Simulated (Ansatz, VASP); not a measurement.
## TaN: VASP beside Ansatz

```xyz
6
Lattice="5.1960 0.0000 0.0000 -2.5980 4.4999 0.0000 0.0000 0.0000 2.9110" Properties=species:S:1:pos:R:3 pbc="T T T"
Ta    0.0000    0.0000    0.0000
Ta    2.5980    1.5000    1.4555
Ta    0.0000    2.9999    1.4555
N    -1.0206    1.7678    0.0000
N     1.5774    2.7321    0.0000
N     2.0412    0.0000    0.0000
```

Alike in both runs: task relaxation of cell and atoms; functional PBE; dispersion D4; k mesh 6 × 6 × 9; occupations fermi-dirac, width 0.05 eV; no spin polarisation.

|  | VASP | Ansatz |
| --- | --- | --- |
| version | VASP 6.6.1 | Ansatz 0.2.0 |
| potentials or method | VASP PAW PBE potentials, release 64 (Ta_pv, N) | Ansatz PAW |
| plane-wave cutoff (eV) | 600 | 420 |
| valence electrons in the cell | 48 | 54 |

Ansatz gave:

| Property | Result |
| --- | --- |
| gap on the k mesh at the Fermi level, each at its own relaxed structure (eV) | none |
| relaxed volume (Å³/atom) | 11.35 |
| relaxed cell length with the largest relative difference (Å) | 5.201 |

What did VASP give for the same quantities?

gap on the k mesh at the Fermi level, each at its own relaxed structure (eV): none; relaxed volume (Å³/atom): 11.38; relaxed cell length with the largest relative difference (Å): 5.206.

A gap of «none» marks a metal or a gap that the smearing closes. VASP's potentials hold 48 valence electrons a cell and Ansatz's 54, so a difference there can come from the potentials and not from the codes.

Neither program's run includes spin-orbit coupling. Noted on Ansatz's run: the plane-wave basis is chosen anew once the cell has moved, so the energies of steps on either side of that aren't comparable.
